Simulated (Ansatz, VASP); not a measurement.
## CaO: VASP beside Ansatz

Contents of INCAR:

```
PREC = Accurate
ENCUT = 520
EDIFF = 1E-6
ISMEAR = -1
SIGMA = 0.02
LREAL = F
LASPH = T
NELM = 100
ALGO = Normal
ISIF = 2
LWAVE = F
LCHARG = F
GGA = PE
NBANDS = 15
```

File KPOINTS:

```
Automatic mesh
0
Gamma
  8 8 8
```

File POSCAR:

```
CaO
1.0
    2.7519517797      0.0000000000      0.0000000000
    0.0000000000      2.9032089668      0.0000000000
    0.0000000000      0.0000000000      2.9032089668
Ca O
1 1
Direct
    0.0000000000      0.0000000000      0.0000000000
    0.5000000000      0.5000000000      0.5000000000
```

Input for Ansatz:

```yaml
crystal:
  lattice:
    - [2.7519517797, 0.0, 0.0]
    - [0.0, 2.9032089668, 0.0]
    - [0.0, 0.0, 2.9032089668]
  atoms:
    - { symbol: Ca, position: [0.0, 0.0, 0.0] }
    - { symbol: O, position: [0.5, 0.5, 0.5] }
kpoints:
  mp_grid: { grid: [8, 8, 8] }
  band_path:
    path: [[0.0, 0.0, 0.0], [0.0, 0.5, 0.0], [0.5, 0.5, 0.0], [0.5, 0.5, 0.5]]
    npoints: 1
hamiltonian:
  xc: pbe
scf:
  occupations: { method: fermi_dirac, width: 0.02 }
  n_extra_bands: 4
output:
  forces: true
  stress: true
  eigenvalues: true
```

Change from the starting cell: uniaxial_x strain -5.2%.

Alike in both runs: task single point; functional PBE; k mesh 8 × 8 × 8; occupations fermi-dirac, width 0.02 eV; no spin polarisation.

```csv
,VASP,Ansatz
version,VASP 6.6.1,Ansatz 0.2.0
potentials or method,"VASP PAW PBE potentials, release 64 (Ca_sv, O)","plane waves, PAW"
plane-wave cutoff (eV),520,420
valence electrons in the cell,16,16
```

|  | VASP | Ansatz | Ansatz less VASP |
| --- | --- | --- | --- |
| gap on the k mesh at the Fermi level (eV) | 2.37 | 2.38 | +0.016 |
| pressure (GPa) | 11.9 | 11.0 | -0.87 |
| traceless stress, the component that is largest in VASP (GPa) | 14.82 | 14.79 | -0.031 |

The functional is the same, so the differences come from potentials, cutoffs and numerics.
